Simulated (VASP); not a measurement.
# AlN in VASP: a series of runs, part 2 of 2

VASP 6.6.1. The steps go on from the part before.

### 3 Single point, PBE

This run uses another cell than the first one, of 10.43 Å³/atom, 1.096 times its volume.

Contents of INCAR:

```
SYSTEM = AlN
  PREC = Accurate
  ENCUT = 520
  EDIFF = 1E-7
  ISMEAR = -1
  SIGMA = 0.02
  LREAL = .FALSE.
  LASPH = .TRUE.
  NELM = 100
  ALGO = Normal
  ISIF = 2
  LWAVE = .FALSE.
  LCHARG = .TRUE.
  GGA = PE
  LELF = .TRUE.
  LVHAR = .TRUE.
  NBANDS = 11
```

Contents of KPOINTS:

```
Automatic mesh
0
G
  10 10 10
  0 0 0
```

Contents of POSCAR:

```
AlN
1.0
    0.0000000000      2.1848764128      2.1848764128
    2.1848764128      0.0000000000      2.1848764128
    2.1848764128      2.1848764128      0.0000000000
Al N
1 1
Direct
    0.0000000000      0.0000000000      0.0000000000
    0.2500000000      0.2500000000      0.2500000000
```

Potentials or basis: VASP PAW PBE potentials, release 64 (Al, N).

Run with:

```
$ cat potpaw_PBE.64/Al/POTCAR potpaw_PBE.64/N/POTCAR > POTCAR
$ mpirun -np 1 vasp_std > vasp.out
```

OUTCAR:

```text
SYSTEM = AlN
   PREC = Accurate
   ENCUT = 520
   EDIFF = 1E-7
   ISMEAR = -1
   LREAL = .FALSE.
   LASPH = .TRUE.
   NELM = 100
   ISIF = 2
   GGA = PE

 ion  position               nearest neighbor table
   1  0.000  0.000  0.000-   2 1.89   2 1.89   2 1.89   2 1.89
   2  0.250  0.250  0.250-   1 1.89   1 1.89   1 1.89   1 1.89

  LATTYP: Found a face centered cubic cell.
 ALAT       =     4.3697528256

  Lattice vectors:

 A1 = (   0.0000000000,   2.1848764128,   2.1848764128)
[... 512 lines left out ...]
      6      15.4861      0.00000
      7      18.1967      0.00000
      8      20.5340      0.00000
      9      21.0429      0.00000
     10      27.2580      0.00000
     11      29.5024      0.00000

 [... further k-points ...]
[... 5 lines left out ...]
  --------------------------------------------------------------------------------------
  -------------------------------------------------------------------------------------
  Total        0.5654288      0.5654288      0.5654288     -0.0000000     -0.0000000     -0.0000000
  in kB       43.4288086     43.4288086     43.4288086     -0.0000000     -0.0000000     -0.0000000
  external PRESSURE =      43.4288086 kB  Pullay stress =       0.0000000 kB

 VOLUME and BASIS-vectors are now :
 -----------------------------------------------------------------------------
  energy-cutoff  :      520.00
  volume of cell :       20.86
      direct lattice vectors                 reciprocal lattice vectors
     0.000000000  2.184876413  2.184876413    -0.228845896  0.228845896  0.228845896
     2.184876413  0.000000000  2.184876413     0.228845896 -0.228845896  0.228845896
     2.184876413  2.184876413  0.000000000     0.228845896  0.228845896 -0.228845896

 POSITION                                       TOTAL-FORCE (eV/Angst)
 -----------------------------------------------------------------------------------
      0.00000      0.00000      0.00000         0.000000      0.000000      0.000000
      1.09244      1.09244      1.09244        -0.000000     -0.000000     -0.000000
 -----------------------------------------------------------------------------------
    total drift:                                0.000000      0.000000      0.000000

  FREE ENERGIE OF THE ION-ELECTRON SYSTEM (eV)
  ---------------------------------------------------
  free  energy   TOTEN  =       -14.8411752611 eV

  energy  without entropy=      -14.8411752611  energy(sigma->0) =      -14.84117526
```

OSZICAR:

```text
N       E                     dE             d eps       ncg     rms          rms(c)
DAV:   1     0.102694568677E+02    0.10269E+02   -0.38269E+03  1042   0.604E+02
DAV:   2    -0.163139629642E+02   -0.26583E+02   -0.25862E+02  1237   0.134E+02
DAV:   3    -0.172140937992E+02   -0.90013E+00   -0.89889E+00  1262   0.239E+01
DAV:   4    -0.172192925973E+02   -0.51988E-02   -0.51985E-02  1181   0.195E+00
DAV:   5    -0.172193586033E+02   -0.66006E-04   -0.66005E-04  1252   0.207E-01    0.862E+00
DAV:   6    -0.148512519224E+02    0.23681E+01   -0.11867E+01  1218   0.173E+01    0.283E+00
DAV:   7    -0.148476577881E+02    0.35941E-02   -0.16960E-01  1127   0.323E+00    0.206E+00
DAV:   8    -0.148425400655E+02    0.51177E-02   -0.28152E-02  1115   0.159E+00    0.582E-01
DAV:   9    -0.148411177721E+02    0.14223E-02   -0.40623E-03  1238   0.378E-01    0.233E-01
DAV:  10    -0.148411628368E+02   -0.45065E-04   -0.40713E-04  1121   0.131E-01    0.206E-02
DAV:  11    -0.148411753828E+02   -0.12546E-04   -0.12140E-05  1208   0.261E-02    0.160E-02
DAV:  12    -0.148411752769E+02    0.10581E-06   -0.40916E-07  1196   0.477E-03    0.144E-03
DAV:  13    -0.148411752611E+02    0.15878E-07   -0.15803E-07   859   0.213E-03
   1 F= -.14841175E+02 E0= -.14841175E+02  d E =-.938819E-11
```

stdout:

```text
POSCAR found type information on POSCAR AlN
 POSCAR found :  2 types and       2 ions
 scaLAPACK will be used
 LDA part: xc-table for (Slater+PW92), standard interpolation
 POSCAR, INCAR and KPOINTS ok, starting setup
 FFT: planning ... GRIDC
 FFT: planning ... GRID_SOFT
 FFT: planning ... GRID
 WAVECAR not read
 entering main loop
```

Wall time 9.3 s (1 thread of Intel Xeon 6975P-C, shared host); peak memory 0.13 GiB.

What came out:

| Property | Result |
| --- | --- |
| Free energy | -14.8412 eV |
| Pressure | 4.3 GPa |
| Band gap on the k mesh | 3.32 eV, indirect (least direct gap 4.19 eV) |

A k mesh can miss the band edges.

### 4 Single point, PBE (shear xy strain -1.5%)

Contents of INCAR:

```
  PREC = Accurate
  ENCUT = 520
  EDIFF = 1E-7
  ISMEAR = 0
  SIGMA = 0.01
  LREAL = F
  LASPH = T
  NELM = 100
  ALGO = Normal
  ISIF = 2
  LWAVE = F
  LCHARG = F
  GGA = PE
  NBANDS = 11
```

Contents of KPOINTS:

```
regular mesh
0
Gamma
  6 6 6
```

Contents of POSCAR:

```
AlN
1.0
   -0.0163865731      2.1848764128      2.1848764128
    2.1848764128     -0.0163865731      2.1848764128
    2.1684898397      2.1684898397      0.0000000000
Al N
1 1
Direct
   -0.0009826930     -0.0009826930      0.0009826930
    0.2509826930      0.2509826930      0.2490173070
```

Run with:

```
$ cat potpaw_PBE.64/Al/POTCAR potpaw_PBE.64/N/POTCAR > POTCAR
$ mpirun -np 1 vasp_std > vasp.out
```

Run time: 6.6 s. Hardware: 1 thread of Intel Xeon 6975P-C, shared host; peak memory 0.13 GiB.

The run converged. Its results:

- Free energy: -14.8366 eV
- Pressure: 4.3 GPa
- Largest force: 0.013 eV/Å
- Band gap on the k mesh: 3.24 eV, indirect (least direct gap 4.12 eV)

Forces in eV/Å, atoms in the order of the input:
```
Al   0.000  0.000 -0.013
N    0.000  0.000  0.013
```

Stress tensor (GPa, compression positive):
```
4.36 2.82 0.00
2.82 4.36 0.00
0.00 0.00 4.31
```

Levels at points of the mesh, in eV from the valence-band top:
| k point | band 1 | band 2 | band 3 | band 4 | band 5 | band 6 | band 7 | band 8 | band 9 |
| --- | --- | --- | --- | --- | --- | --- | --- | --- | --- |
| (0.00, 0.00, 0.00) | -15.04 | -0.13 | -0.06 | 0.00 | 4.12 | 12.29 | 12.49 | 12.68 | 17.61 |
| (0.50, 0.00, 0.00) | -13.02 | -5.94 | -0.53 | -0.48 | 7.36 | 9.78 | 11.09 | 11.23 | 17.91 |
| (0.50, 0.50, 0.00) | -12.36 | -4.96 | -1.94 | -1.73 | 3.24 | 8.55 | 13.88 | 15.59 | 15.72 |
| (0.00, 0.00, 0.50) | -12.96 | -5.88 | -0.60 | -0.55 | 7.24 | 9.79 | 10.92 | 11.06 | 17.90 |
| (0.50, 0.00, 0.50) | -12.36 | -4.96 | -1.84 | -1.84 | 3.25 | 8.54 | 13.87 | 15.65 | 15.66 |

Caveat: the cell differs from its parent crystal (shear xy strain -1.5%). A k mesh can miss the band edges.

### 5 Summary

```csv
cell,k mesh,smearing,gap on the mesh (eV),pressure (GPa)
"a = 2.997 Å, angles 60.0°, 2 atoms",10 × 10 × 10,fermi-dirac 0.02 eV,3.36,27.3
"a = 3.090 Å, angles 60.0°, 2 atoms",10 × 10 × 10,fermi-dirac 0.02 eV,3.32,4.3
"a = 3.090, b = 3.090, c = 3.067 Å, angles 60.2, 60.2, 60.5°, 2 atoms",6 × 6 × 6,gaussian 0.01 eV,3.24,4.3
```

Alike in all rows: task single point; level PBE; potentials or basis VASP PAW PBE potentials, release 64 (Al, N); no spin polarisation; cutoff (eV) 520.

Absolute energies hang on the potentials; compare differences alone.
